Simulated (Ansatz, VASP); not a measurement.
# Mg in VASP and in Ansatz

INCAR

```
SYSTEM = Mg
PREC = Accurate
ENCUT = 520
EDIFF = 1E-7
ISMEAR = -1
SIGMA = 0.05
LREAL = .False.
LASPH = .True.
NELM = 80
ALGO = Normal
ISIF = 2
LWAVE = .False.
LCHARG = .False.
NBANDS = 9
```

KPOINTS

```
regular mesh
0
Gamma
  15 15 9
  0 0 0
```

The input POSCAR:

```
Mg
1.0
    2.8946179660      0.0000000000      0.0000000000
   -1.4473089830      2.5068126928      0.0000000000
    0.0000000000      0.0000000000      4.6446149174
Mg
2
Direct
    0.3333333333      0.6666666667      0.2500000000
    0.6666666667      0.3333333333      0.7500000000
```

Input for Ansatz:

```yaml
crystal:
  lattice:
    - [2.894617966, 0.0, 0.0]
    - [-1.447308983, 2.5068126928, 0.0]
    - [0.0, 0.0, 4.6446149174]
  atoms:
    - { symbol: Mg, position: [0.3333333333, 0.6666666667, 0.25] }
    - { symbol: Mg, position: [0.6666666667, 0.3333333333, 0.75] }
kpoints:
  mp_grid: { grid: [15, 15, 9] }
scf:
  occupations: { method: fermi_dirac, width: 0.05 }
hamiltonian:
  xc: lda
  pseudopotentials: { kind: paw }
output:
  forces: true
  stress: true
  eigenvalues: true
  populations: true
  write_density: true
  write_potential: true
  elf: true
  volumetric_format: npy
```

Change from the starting cell: volume scaled by 0.78, PAW files.

Alike in both runs: task single point; functional LDA; k mesh 15 × 15 × 9; occupations fermi-dirac, width 0.05 eV; no spin polarisation.

|  | VASP | Ansatz |
| --- | --- | --- |
| version | VASP 6.6.1 | Ansatz 0.2.0 |
| potentials or method | VASP PAW LDA potentials, release 64 (Mg) | PAW with Ansatz's default frozen-core files, scalar-relativistic |
| plane-wave cutoff (eV) | 520 | 420 |
| valence electrons in the cell | 4 | 20 |

Ansatz gave:

* pressure (GPa): 16.2

Task: Which values does VASP return?

Result: Pressure (GPa): 15.9.

LDA's correlation is that of Perdew and Zunger in VASP and of Perdew and Wang (1992) in Ansatz. VASP's potentials hold 4 valence electrons a cell and Ansatz's 20, so a difference there can come from the potentials and not from the codes.
